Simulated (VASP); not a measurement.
A run of VASP 6.6.1 is set up as follows.

Contents of INCAR:

```
PREC     = Accurate       # precision mode
ENCUT    = 520            # plane-wave cutoff, eV
EDIFF    = 1E-7           # SCF threshold, eV
ISMEAR   = 0              # smearing method
SIGMA    = 0.02           # smearing width, eV
LREAL    = False          # projectors in reciprocal space
LASPH    = True           # aspherical terms in the spheres
NELM     = 80             # most SCF steps
ALGO     = Normal         # electronic algorithm
ISIF     = 2              # what is computed and relaxed
LWAVE    = False          # write WAVECAR
LCHARG   = False          # write CHGCAR
GGA      = PS             # functional
NBANDS   = 64             # bands
```

Contents of KPOINTS:

```
regular mesh
0
Gamma
  12 12 1
```

Contents of POSCAR:

```
WSe2
1.0
    3.2709482132      0.0000000000      0.0000000000
   -1.6354741066      2.8327242471      0.0000000000
    0.0000000000      0.0000000000     34.6980113955
W Se
4 8
Direct
    0.6666666667      0.3333333333      0.9046623751
    0.6666666667      0.3333333333      0.2856412460
    0.3333333333      0.6666666667      0.7143587540
    0.3333333333      0.6666666667      0.0953376249
    0.3333333333      0.6666666667      0.9529112072
    0.3333333333      0.6666666667      0.3338303067
    0.6666666667      0.3333333333      0.7626155579
    0.6666666667      0.3333333333      0.1435860581
    0.3333333333      0.6666666667      0.8564139419
    0.3333333333      0.6666666667      0.2373844421
    0.6666666667      0.3333333333      0.6661696933
    0.6666666667      0.3333333333      0.0470887928
```

Potentials or basis: VASP PAW PBE potentials, release 64 (W_sv, Se).

Command:

```bash
$ cat potpaw_PBE.64/W_sv/POTCAR potpaw_PBE.64/Se/POTCAR > POTCAR
$ mpirun -np 1 vasp_std > vasp.out
```

Q: What does it give for the largest force?

A: 0.064 eV/Å.

Q: Predict the band gap on the k mesh.

A: 1.16 eV (least direct gap 1.61 eV).

Forces on the atoms (eV/Å):
```
W    0.000  0.000  0.001
W    0.000  0.000  0.000
W    0.000  0.000  0.000
W    0.000  0.000 -0.001
Se   0.000  0.000  0.064
Se   0.000  0.000  0.064
Se   0.000  0.000  0.063
Se   0.000  0.000  0.062
Se   0.000  0.000 -0.062
Se   0.000  0.000 -0.063
Se   0.000  0.000 -0.064
Se   0.000  0.000 -0.064
```

Caveat: the PAW data sets were made with another functional, which shifts forces and pressure a little; spin-orbit coupling is left out, which moves the levels of the heavy elements.
